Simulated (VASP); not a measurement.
Tl2Ru: relaxation of cell and atoms with PBE

Tl2Ru:

```xyz
3
Lattice="-2.2520 2.2520 3.6936 2.2520 -2.2520 3.6936 2.2520 2.2520 -3.6936" Properties=species:S:1:pos:R:3 pbc="T T T"
Tl    0.0000    0.0000    4.3806
Tl    0.0000    0.0000    3.0066
Ru    0.0000    0.0000    0.0000
```

```json
{"Program": "VASP 6.6.1", "Task": "relaxation of cell and atoms", "Functional": "PBE", "Potentials or basis": "VASP PAW PBE potentials, release 64 (Tl_d, Ru_sv)", "Cutoff": "560 eV", "k mesh": "6 × 6 × 6", "Occupations": "gaussian, width 0.1 eV", "Spin": "no spin polarisation", "Dipole correction": "no", "Further INCAR settings": "ALGO = Normal; EDIFF = 1e-07; IBRION = 2; EDIFFG = -0.04; NSW = 90; ISIF = 3"}
```

```yaml
Relaxed_volume: 21.37 Å³/atom
Relaxed_cell: a = 5.898 Å, b = 5.898 Å, c = 5.898 Å, α = 145.93°, β = 145.93°, γ = 48.95°
Space_group_after_relaxing_to_0.1_Å: I4/mmm (No. 139)
Pressure_after_relaxing: 0.0 GPa
Largest_force_after_relaxing: 0.009 eV/Å
Band_gap_on_the_k_mesh: zero (bands 21 and 22 overlap by 0.42 eV)
```

Forces on the atoms (eV/Å):
```
Tl   0.000  0.000  0.009
Tl   0.000  0.000 -0.009
Ru   0.000  0.000  0.000
```

Stress tensor (GPa, compression positive):
```
 0.04  0.00  0.00
 0.00  0.04  0.00
 0.00  0.00 -0.05
```

Final structure:
```
Tl Ru
1.0
    -1.72792    1.72792    5.36803
     1.72792   -1.72792    5.36803
     1.72792    1.72792   -5.36803
Tl Ru
2 1
Cartesian
  0.0000 0.0000 6.9270
  0.0000 0.0000 3.8090
  0.0000 0.0000 0.0000
```

Levels at points of the mesh, in eV from the Fermi level:
| k point | band 19 | band 20 | band 21 | band 22 | band 23 | band 24 |
| --- | --- | --- | --- | --- | --- | --- |
| (0.00, 0.00, 0.00) | -1.05 | -1.05 | -0.32 | 0.52 | 6.10 | 6.56 |
| (0.50, 0.00, 0.00) | -1.51 | -1.16 | -0.37 | 0.15 | 1.09 | 3.26 |
| (0.50, 0.50, 0.00) | -2.01 | -1.06 | 0.25 | 0.27 | 0.31 | 2.52 |
| (0.50, 0.50, 0.50) | -0.84 | -0.84 | -0.31 | 3.13 | 3.72 | 3.72 |

Wall time 21 min on 1 thread of Intel(R) Xeon(R) Platinum 8559C (Emerald Rapids) (shared host), peak memory 0.29 GiB.

Caveat: a cell axis changed by over 15 % at a fixed basis, so the end point is rough; spin-orbit coupling is left out, which moves the levels of the heavy elements.
